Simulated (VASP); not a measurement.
A run of VASP 6.6.1 is set up as follows.

The input INCAR:

```
ALGO = Normal
EDIFF = 1E-6
ENCUT = 520
GGA = PE
ISIF = 2
ISMEAR = -1
LASPH = T
LCHARG = T
LELF = T
LREAL = F
LVHAR = T
LWAVE = F
NBANDS = 33
NELM = 80
PREC = Accurate
SIGMA = 0.02
```

Contents of KPOINTS:

```
k-points
0
Gamma
  7 7 10
```

Contents of POSCAR:

```
TiO2
1.0
    4.5940000000      0.0000000000      0.0000000000
    0.0000000000      4.5940000000      0.0000000000
    0.0000000000      0.0000000000      3.0181800000
Ti O
2 4
Direct
    0.0000000000      0.0000000000      0.0000000000
    0.5000000000      0.5000000000      0.5000000000
    0.3049635944      0.3049635944      0.0000000000
    0.1950364056      0.8049635944      0.5000000000
    0.6950364056      0.6950364056      0.0000000000
    0.8049635944      0.1950364056      0.5000000000
```

Potentials or basis: VASP PAW PBE potentials, release 64 (Ti_sv, O).

Launch:

```console
$ cat potpaw_PBE.64/Ti_sv/POTCAR potpaw_PBE.64/O/POTCAR > POTCAR
$ mpirun -np 1 vasp_std > vasp.out
```

Q: Predict the band gap on the k mesh.

A: 1.79 eV.

Q: Estimate the pressure.

A: 0.2 GPa.

Q: What does it give for the largest force?

A: 0.019 eV/Å.

Stress tensor (GPa, compression positive):
```
 2.48  0.00  0.00
 0.00  2.48  0.00
 0.00  0.00 -4.24
```

Caveat: the cell differs from its parent crystal (z stretched by +2 %, then relaxed in part); an odd mesh through Γ misses points on the zone boundary, where band edges can lie.
